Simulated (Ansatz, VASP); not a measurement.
This is a calculation of Sn3Te for Ansatz 0.2.0.

The input input.yaml:

```yaml
crystal:
  lattice:
    - [4.9610505803, 0.0, 0.0]
    - [0.0, 4.9610505803, 0.0]
    - [0.0, 0.0, 4.9610505803]
  atoms:
    - { symbol: Te, position: [0.0, 0.0, 0.0] }
    - { symbol: Sn, position: [0.0, 0.5, 0.5] }
    - { symbol: Sn, position: [0.5, 0.0, 0.5] }
    - { symbol: Sn, position: [0.5, 0.5, 0.0] }
hamiltonian:
  xc: pbe
  pseudopotentials: { kind: paw }
kpoints:
  mp_grid: { grid: [6, 6, 6] }
scf:
  occupations: { method: fermi_dirac, width: 0.05 }
output:
  forces: true
  stress: true
  eigenvalues: true
```

Potentials or basis: Ansatz PAW.

Run with:

```sh
$ ansatz run input.yaml --threads 2 --pin off --max-ram 5120MiB --backend cpu --events-out ev --progress --plain --runs-dir out
```

Question: Translate it to VASP 6.6.1. Potentials there: VASP PAW PBE potentials, release 64 (Te, Sn_d).

Answer: As run (the cutoff follows the program's own potentials):

INCAR

```
  PREC = Accurate
  ENCUT = 520
  EDIFF = 1E-6
  ISMEAR = -1
  SIGMA = 0.05
  LREAL = False
  LASPH = True
  NELM = 60
  ALGO = Normal
  ISIF = 2
  LWAVE = False
  LCHARG = False
  GGA = PE
  NBANDS = 32
```

The input KPOINTS:

```
regular mesh
0
Gamma
  6 6 6
```

Contents of POSCAR:

```
Sn3Te
1.0
    4.9610505803      0.0000000000      0.0000000000
    0.0000000000      4.9610505803      0.0000000000
    0.0000000000      0.0000000000      4.9610505803
Te Sn
1 3
Direct
    0.0000000000      0.0000000000      0.0000000000
    0.0000000000      0.5000000000      0.5000000000
    0.5000000000      0.0000000000      0.5000000000
    0.5000000000      0.5000000000      0.0000000000
```

Potentials or basis: VASP PAW PBE potentials, release 64 (Te, Sn_d).

Command:

```bash
$ cat potpaw_PBE.64/Te/POTCAR potpaw_PBE.64/Sn_d/POTCAR > POTCAR
$ mpirun -np 1 vasp_std > vasp.out
```

Both were run:

|  | VASP | Ansatz | Ansatz less VASP |
| --- | --- | --- | --- |
| gap on the k mesh at the Fermi level (eV) | none | none | - |
| pressure (GPa) | -2.0 | -2.0 | +0.06 |

A gap of «none» marks a metal or a gap that the smearing closes. VASP's potentials hold 48 valence electrons a cell and Ansatz's 58, so a difference there can come from the potentials and not from the codes.

Spin-orbit coupling is off throughout.
